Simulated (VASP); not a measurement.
Here is a VASP 6.6.1 calculation.

The input INCAR:

```
PREC = Accurate
ENCUT = 400
EDIFF = 1E-8
ISMEAR = -1
SIGMA = 0.02
LREAL = False
LASPH = True
NELM = 120
ALGO = Normal
ISIF = 2
LWAVE = False
LCHARG = False
LEFG = True
NBANDS = 16
GGA_COMPAT = False
```

The input KPOINTS:

```
Automatic mesh
0
Gamma
  8 8 8
```

POSCAR

```
AgI
1.0
    0.0000000000      3.1740116422      3.1740116422
    3.1740116422      0.0000000000      3.1740116422
    3.1740116422      3.1740116422      0.0000000000
Ag I
1 1
Direct
    0.0000000000      0.0000000000      0.0000000000
    0.2500000000      0.2500000000      0.2500000000
```

Potentials or basis: VASP PAW LDA potentials, release 64 (Ag, I).

The run is started by

```bash
$ cat potpaw_LDA.64/Ag/POTCAR potpaw_LDA.64/I/POTCAR > POTCAR
$ mpirun -np 1 vasp_std > vasp.out
```

Estimate the pressure.

-0.1 GPa.

What does it give for the band gap on the k mesh?

1.09 eV, direct.

Caveat: without QUAD_EFG the Cq values of the log hold for a quadrupole moment of 1 mb, not for the nuclei; spin-orbit coupling is left out, which moves the levels of the heavy elements. As with any semilocal functional, this LDA gap is likely too small.
